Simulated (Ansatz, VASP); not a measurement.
MgS in VASP and in Ansatz

```
Mg S
1.0
    -0.02602    2.58864    2.58864
     2.58864   -0.02602    2.58864
     2.58864    2.58864   -0.02602
Mg S
1 1
Direct
  0.00000 0.00000 0.00000
  0.50000 0.50000 0.50000
```

Change from the starting cell: equal xy, yz and zx shear strains of -1 %, crystal datasets.

Alike in both runs: task electric field gradients; functional PBEsol; k mesh 10 × 10 × 10; occupations fermi-dirac, width 0.03 eV; no spin polarisation.

|  | VASP | Ansatz |
| --- | --- | --- |
| version | VASP 6.6.1 | Ansatz 0.2.0 |
| potentials or method | VASP PAW PBE potentials, release 64 (Mg, S), cutoff 520 eV | all-electron PAW with datasets made for the crystal, scalar-relativistic |

Ansatz gave:

| Quantity | Value |
| --- | --- |
| gap on the k mesh at the Fermi level (eV) | 2.61 |
| pressure (GPa) | -1.0 |
| traceless stress, the component that is largest in VASP (GPa) | 0.53 |
| size of Vzz on the site where it differs most (V/Å²) | 0.5 |

Which values does VASP return?

gap on the k mesh at the Fermi level (eV): 2.61; pressure (GPa): -1.1; traceless stress, the component that is largest in VASP (GPa): 0.53; size of Vzz on the site where it differs most (V/Å²): 0.3.

VASP's potentials were made for PBE, not for PBEsol. Ansatz ran all-electron here, and VASP with PAW potentials.
